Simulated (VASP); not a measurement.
Input of a VASP 6.6.1 run:

POSCAR

```
MgO
1.0
    2.1022009521      2.1022009521      0.0000000000
   -2.1022009521      2.1022009521      0.0000000000
    0.0000000000      0.0000000000      4.2044019043
Mg O
2 2
Direct
    0.0000000000      0.0000000000      0.0000000000
    0.5000000000      0.5000000000      0.5000000000
    0.5000000000      0.5000000000      0.0000000000
    0.0000000000      0.0000000000      0.5000000000
```

INCAR.step1

```
SYSTEM = MgO
PREC = Accurate
ENCUT = 520
ISMEAR = 0
SIGMA = 0.02
LREAL = .False.
LASPH = .True.
NELM = 80
NBANDS = 16
GGA = PE
ALGO = Normal
EDIFF = 1E-4
LWAVE = .True.
LCHARG = .False.
```

INCAR.step2

```
SYSTEM = MgO
PREC = Accurate
ENCUT = 520
EDIFF = 1E-6
ISMEAR = 0
SIGMA = 0.02
LREAL = .False.
LASPH = .True.
NELM = 80
ALGO = Normal
ISIF = 2
LWAVE = .False.
LCHARG = .False.
METAGGA = R2SCAN
LMIXTAU = .True.
NBANDS = 16
ISTART = 1
```

KPOINTS

```
Automatic mesh
0
Gamma
  8 8 6
  0 0 0
```

Potentials or basis: VASP PAW PBE potentials, release 64 (Mg, O).

The run is started by

```bash
$ cat potpaw_PBE.64/Mg/POTCAR potpaw_PBE.64/O/POTCAR > POTCAR
$ cp INCAR.step1 INCAR
$ mpirun -np 1 vasp_std > vasp.out
$ cp INCAR.step2 INCAR
$ mpirun -np 1 vasp_std > vasp.out
```

Q: What does it give for the pressure?

A: -1.1 GPa.

Q: Estimate the band gap on the k mesh.

A: 5.66 eV.

Caveat: the PAW data sets were made with another functional, which shifts forces and pressure a little.
